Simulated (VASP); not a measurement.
# Ge (Fmmm) in VASP: single point with PBEsol

Aim: the single point of Ge with PBEsol.

Everything below comes from runs of VASP 6.6.1. Logs are shortened: lines on timing, memory, paths and dates and some standing lists are left out, and cuts for length are marked.

## Step 1: The cell of the first run

The structure is orthorhombic, space group Fmmm (No. 69). Conventional cell: a = 5.224 Å, b = 5.702 Å, c = 9.873 Å, α = 90.00°, β = 90.00°, γ = 90.00°. Ge (site symmetry mm2) has 8 Ge at 2.66 to 3.02 Å within 3.5 Å. Ge (site symmetry m2m) has 8 Ge at 2.59 to 3.11 Å within 3.4 Å.

## Step 2: Single point, PBEsol

Contents of INCAR:

```
ALGO = Normal
EDIFF = 1E-6
ENCUT = 520
GGA = PS
ISIF = 2
ISMEAR = 0
LASPH = True
LCHARG = False
LREAL = False
LWAVE = False
NBANDS = 36
NELM = 100
PREC = Accurate
SIGMA = 0.1
```

Contents of KPOINTS:

```
k-points
0
Gamma
  12 12 12
```

Contents of POSCAR:

```
Ge
1.0
    0.0000000000      2.8511133372      4.9366879305
    2.6120665645      0.0000000000      4.9366879305
    2.6120665645      2.8511133372      0.0000000000
Ge
4
Direct
    0.7763173169      0.7763173169      0.2236826831
    0.2236826831      0.2236826831      0.7763173169
    0.2727382668      0.7272617332      0.2727382668
    0.7272617332      0.2727382668      0.7272617332
```

Potentials or basis: VASP PAW PBE potentials, release 64 (Ge_d).

Launch:

```
$ cat potpaw_PBE.64/Ge_d/POTCAR > POTCAR
$ mpirun -np 1 vasp_std > vasp.out
```

OUTCAR:

```text
EDIFF = 1E-6
   ENCUT = 520
   GGA = PS
   ISIF = 2
   ISMEAR = 0
   LASPH = True
   LREAL = False
   NELM = 100
   PREC = Accurate

 ion  position               nearest neighbor table
   1  0.776  0.776  0.224-   2 2.66   2 2.66   3 2.70   4 2.70   2 2.90   2 2.90
   2  0.224  0.224  0.776-   1 2.66   1 2.66   3 2.70   4 2.70   1 2.90   1 2.90
   3  0.273  0.727  0.273-   4 2.59   4 2.62   4 2.62   2 2.70   1 2.70
   4  0.727  0.273  0.727-   3 2.59   3 2.62   3 2.62   2 2.70   1 2.70

  LATTYP: Found a face centered orthorhombic cell.
 ALAT       =     5.2241331290
 B/A-ratio  =     1.0915163403
 C/A-ratio  =     1.8899548724

  Lattice vectors:

 A1 = (   0.0000000000,   2.8511133372,   4.9366879305)
 A2 = (   2.6120665645,   0.0000000000,   4.9366879305)
 A3 = (   2.6120665645,   2.8511133372,   0.0000000000)

Analysis of symmetry for initial positions (statically):
=====================================================================
 Subroutine PRICEL returns:
 Original cell was already a primitive cell.

 Routine SETGRP: Setting up the symmetry group for a
 face centered orthorhombic supercell.

 Subroutine GETGRP returns: Found  8 space group operations
 (whereof  8 operations were pure point group operations)
 out of a pool of  8 trial point group operations.

The static configuration has the point symmetry D_2h.

Analysis of symmetry for dynamics (positions and initial velocities):
=====================================================================
 Subroutine PRICEL returns:
 Original cell was already a primitive cell.

 Routine SETGRP: Setting up the symmetry group for a
 face centered orthorhombic supercell.

 Subroutine GETGRP returns: Found  8 space group operations
 (whereof  8 operations were pure point group operations)
 out of a pool of  8 trial point group operations.

The dynamic configuration has the point symmetry D_2h.

 Subroutine INISYM returns: Found  8 space group operations
 (whereof  8 operations are pure point group operations),
 and found     1 'primitive' translations

----------------------------------------------------------------------------------------

                                     Primitive cell

  volume of cell :      73.5300

[... 82 lines left out ...]
 SYSTEM =  unknown system
   PREC   = accura    normal or accurate (medium, high low for compatibility)
   ISTART =      0    job   : 0-new  1-cont  2-samecut
   ICHARG =      2    charge: 1-file 2-atom 10-const
   ISPIN  =      1    spin polarized calculation?
   LNONCOLLINEAR =      F non collinear calculations
   LSORBIT =      F    spin-orbit coupling
   LASPH  =      T    aspherical Exc in radial PAW
   ENCUT  =  520.0 eV  38.22 Ry    6.18 a.u.  10.60 10.38  7.19*2*pi/ulx,y,z
   NELM   =    100;   NELMIN=  2; NELMDL= -5     # of ELM steps
   EDIFF  = 0.1E-05   stopping-criterion for ELM
   LREAL  =      F    real-space projection
   EDIFFG = 0.1E-04   stopping-criterion for IOM
   NSW    =      0    number of steps for IOM
   IBRION =     -1    ionic relax: 0-MD 1-quasi-New 2-CG
   NFREE  =      0    steps in history (QN), initial steepest desc. (CG)
   ISIF   =      2    stress and relaxation
   ISYM   =      2    0-nonsym 1-usesym 2-fastsym
   POTIM  = 0.5000    time-step for ionic-motion
   TEBEG  =    0.0;   TEEND  =   0.0 temperature during run
   PSTRESS=    0.0 pullay stress
   NELECT =      56.0000    total number of electrons
   NUPDOWN=      -1.0000    fix difference up-down
   EMIN   =  10.00;   EMAX   =-10.00  energy-range for DOS
   EFERMI =   0.00;   METHOD = LEGACY
   ISMEAR =     0;   SIGMA  =   0.10  broadening in eV -4-tet -1-fermi 0-gaus
   EFERMI_NEDOS =   21; number of points for ismear=-14 and -15
   IALGO  =     38    algorithm
   IMIX   =      4    mixing-type and parameters
     AMIX     =   0.40;   BMIX     =  1.00
     AMIX_MAG =   1.60;   BMIX_MAG =  1.00
  volume/ion in A,a.u.               =      18.38       124.05
  Fermi-wavevector in a.u.,A,eV,Ry     =   1.495028  2.825194 30.410507  2.235109
  Thomas-Fermi vector in A             =   2.607225
   LORBIT       =      0    0 simple, 1 ext, 2 COOP (PROOUT), +10 PAW based schemes
   GGA     = PS    functional components
   LHFCALC =     F    Hartree Fock is set to
   AEXX    =    0.0000 exact exchange contribution
   IVDW    =     0    specifies the selected vdW correction
   LEPSILON=     F    determine dielectric tensor
   LRPA    =     F    only Hartree local field effects (RPA)
 non-spin polarized calculation
 Gauss-broadening in eV      SIGMA  =   0.10
  energy-cutoff  :      520.00
  volume of cell :       73.53
 maximum number of plane-waves:      2001
   NGX = 21   NGY = 21   NGZ = 15

 number of electron      56.0000014 magnetization

 Free energy of the ion-electron system (eV)
  ---------------------------------------------------
  ext. energy  EPLUGINS =         0.00000000
  ---------------------------------------------------
  free energy    TOTEN  =       -19.04627419 eV

  energy without entropy =      -19.03878530  energy(sigma->0) =      -19.04252975

 E-fermi :   6.7394     XC(G=0): -11.5086

 val. band max:        6.7331625280   @ k =  -0.3333   0.1667   0.3333
 cond. band min:       6.7400614102   @ k =   0.5000   0.2500   0.0833
 fundamental gap:      0.0068988822
 Fermi energy:         6.7394339330

 k-point     1 :       0.0000    0.0000    0.0000
  band No.  band energies     occupation
      1     -17.9537      2.00000
      2     -17.9150      2.00000
      3     -17.8709      2.00000
      4     -17.8557      2.00000
      5     -17.8556      2.00000
      6     -17.8550      2.00000
[... 925 lines left out ...]
     35      12.0267      0.00000
     36      12.6384      0.00000

 [... further k-points ...]
[... 5 lines left out ...]
  --------------------------------------------------------------------------------------
  -------------------------------------------------------------------------------------
  Total       -0.0879737     -0.0921028     -0.0869925     -0.0000000      0.0000000      0.0000000
  in kB       -1.9168986     -2.0068688     -1.8955179     -0.0000000      0.0000000      0.0000000
  external PRESSURE =      -1.9397617 kB  Pullay stress =       0.0000000 kB

 VOLUME and BASIS-vectors are now :
 -----------------------------------------------------------------------------
  energy-cutoff  :      520.00
  volume of cell :       73.53
      direct lattice vectors                 reciprocal lattice vectors
     0.000000000  2.851113337  4.936687930    -0.191419318  0.175370089  0.101282481
     2.612066565  0.000000000  4.936687930     0.191419318 -0.175370089  0.101282481
     2.612066565  2.851113337  0.000000000     0.191419318  0.175370089 -0.101282481

 POSITION                                       TOTAL-FORCE (eV/Angst)
 -----------------------------------------------------------------------------------
      2.61207      2.85111      7.66487         0.000000      0.000000      0.001993
      2.61207      2.85111      2.20850         0.000000      0.000000     -0.001993
      2.61207      1.55522      4.93669         0.000000      0.002735      0.000000
      2.61207      4.14701      4.93669         0.000000     -0.002735      0.000000
 -----------------------------------------------------------------------------------
    total drift:                                0.000000      0.000000     -0.000000

  FREE ENERGIE OF THE ION-ELECTRON SYSTEM (eV)
  ---------------------------------------------------
  free  energy   TOTEN  =       -19.0462741913 eV

  energy  without entropy=      -19.0387853039  energy(sigma->0) =      -19.04252975
```

OSZICAR:

```text
N       E                     dE             d eps       ncg     rms          rms(c)
DAV:   1     0.466539257054E+03    0.46654E+03   -0.27338E+04 23636   0.452E+03
DAV:   2     0.599792692329E+02   -0.40656E+03   -0.39681E+03 20160   0.785E+02
DAV:   3    -0.151003622740E+02   -0.75080E+02   -0.73978E+02 21460   0.200E+02
DAV:   4    -0.190665534834E+02   -0.39662E+01   -0.39378E+01 23816   0.535E+01
DAV:   5    -0.191431774178E+02   -0.76624E-01   -0.76576E-01 22848   0.824E+00    0.315E+00
DAV:   6    -0.190715731415E+02    0.71604E-01   -0.78555E-02 28212   0.614E+00    0.171E+00
DAV:   7    -0.190477540079E+02    0.23819E-01   -0.91313E-02 26420   0.550E+00    0.231E-01
DAV:   8    -0.190463438542E+02    0.14102E-02   -0.13226E-02 23068   0.441E+00    0.106E-01
DAV:   9    -0.190461911048E+02    0.15275E-03   -0.37310E-03 26828   0.133E+00    0.321E-02
DAV:  10    -0.190462878247E+02   -0.96720E-04   -0.11174E-03 22832   0.437E-01    0.212E-02
DAV:  11    -0.190462736686E+02    0.14156E-04   -0.12242E-04 26712   0.741E-01    0.100E-02
DAV:  12    -0.190462737855E+02   -0.11685E-06   -0.29500E-05 28888   0.127E-01    0.192E-03
DAV:  13    -0.190462741913E+02   -0.40576E-06   -0.21914E-06 15672   0.589E-02
   1 F= -.19046274E+02 E0= -.19042530E+02  d E =-.748889E-02
```

Wall time 12 min (1 thread of Intel Xeon Platinum 8259CL at 2.50GHz (Skylake/Cascade Lake), shared host); peak memory 0.6 GiB.

What came out:

```
Free energy            : -19.0463 eV
Pressure               : -0.2 GPa
Band gap on the k mesh : zero (band 28 reaches 8.25 eV, above the bottom of band 29 at 4.92 eV)
```

Forces in eV/Å, atoms in the order of the input:
```
Ge   0.000  0.000  0.002
Ge   0.000  0.000 -0.002
Ge   0.000  0.003  0.000
Ge   0.000 -0.003  0.000
```

Caveat: the PAW data sets were made with another functional, which shifts forces and pressure a little.
